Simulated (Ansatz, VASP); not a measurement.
**BaCa3F8: VASP beside Ansatz**

File INCAR:

```
SYSTEM = BaCa3F8
PREC = Accurate ; ENCUT = 520
EDIFF = 1E-6 ; ISMEAR = -1
SIGMA = 0.02 ; LREAL = .False.
LASPH = .True. ; NELM = 60
ALGO = Normal ; ISIF = 2
LWAVE = .False. ; LCHARG = .False.
GGA = PE ; NBANDS = 60
```

KPOINTS

```
regular mesh
0
Gamma
  4 4 6
  0 0 0
```

Contents of POSCAR:

```
BaCa3F8
1.0
    3.9782349180     -5.6895120744      0.0000000000
    3.9782349180      5.6895120744      0.0000000000
    0.0000000000      0.0000000000      3.9608481574
Ba F Ca
1 8 3
Direct
    0.0000000000      0.0000000000      0.0000000000
    0.3802126811      0.6197873189      0.5000000000
    0.1450838997      0.8549161003      0.5000000000
    0.8649697315      0.6016368249      0.0000000000
    0.6016368249      0.8649697315      0.0000000000
    0.3983631751      0.1350302685      0.0000000000
    0.1350302685      0.3983631751      0.0000000000
    0.8549161003      0.1450838997      0.5000000000
    0.6197873189      0.3802126811      0.5000000000
    0.5000000000      0.0000000000      0.5000000000
    0.0000000000      0.5000000000      0.5000000000
    0.5000000000      0.5000000000      0.0000000000
```

Input for Ansatz:

```yaml
crystal:
  lattice:
    - [3.978234918, -5.6895120744, 0.0]
    - [3.978234918, 5.6895120744, 0.0]
    - [0.0, 0.0, 3.9608481574]
  atoms:
    - { symbol: Ba, position: [0.0, 0.0, 0.0] }
    - { symbol: F, position: [0.3802126811, 0.6197873189, 0.5] }
    - { symbol: F, position: [0.1450838997, 0.8549161003, 0.5] }
    - { symbol: Ca, position: [0.5, 0.0, 0.5] }
    - { symbol: F, position: [0.8649697315, 0.6016368249, 0.0] }
    - { symbol: F, position: [0.6016368249, 0.8649697315, 0.0] }
    - { symbol: Ca, position: [0.0, 0.5, 0.5] }
    - { symbol: F, position: [0.3983631751, 0.1350302685, 0.0] }
    - { symbol: F, position: [0.1350302685, 0.3983631751, 0.0] }
    - { symbol: Ca, position: [0.5, 0.5, 0.0] }
    - { symbol: F, position: [0.8549161003, 0.1450838997, 0.5] }
    - { symbol: F, position: [0.6197873189, 0.3802126811, 0.5] }
kpoints:
  mp_grid: { grid: [4, 4, 6] }
  band_path:
    path:
      - [[0.0, 0.0, 0.0], [-0.5, 0.5, 0.0], [-0.3722280299106, 0.6277719700894, 0.0]]
      - [[0.3722280299106, 0.3722280299106, 0.0], [0.0, 0.0, 0.0], [0.0, 0.0, 0.5], [0.3722280299106, 0.3722280299106, 0.5]]
      - [[-0.3722280299106, 0.6277719700894, 0.5], [-0.5, 0.5, 0.5], [-0.5, 0.5, 0.0]]
      - [[0.0, 0.0, 0.0], [-8.818372470591e-18, 0.5, 0.0], [-8.818372470591e-18, 0.5, 0.5], [0.0, 0.0, 0.5], [-0.5, 0.5, 0.5]]
    npoints: 10
hamiltonian:
  xc: pbe
scf:
  occupations: { method: fermi_dirac, width: 0.02 }
  n_extra_bands: 7
output:
  forces: true
  stress: true
  eigenvalues: true
  write_density: true
  write_potential: true
  elf: true
  volumetric_format: npy
```

Alike in both runs: task single point; functional PBE; k mesh 4 × 4 × 6; occupations fermi-dirac, width 0.02 eV; no spin polarisation.

```csv
,VASP,Ansatz
version,VASP 6.6.1,Ansatz 0.2.0
potentials or method,"VASP PAW PBE potentials, release 64 (Ba_sv, F, Ca_sv)","plane waves, PAW"
plane-wave cutoff (eV),520,420
valence electrons in the cell,96,96
```

Ansatz gave:

| Item | Value |
| --- | --- |
| gap on the k mesh at the Fermi level (eV) | 6.62 |
| pressure (GPa) | 2.7 |
| rms of the force components (eV/Å) | 0.024 |

Which values does VASP return?

gap on the k mesh at the Fermi level (eV): 6.57; pressure (GPa): 3.4; rms of the force components (eV/Å): 0.008.

Spin-orbit coupling is off throughout.
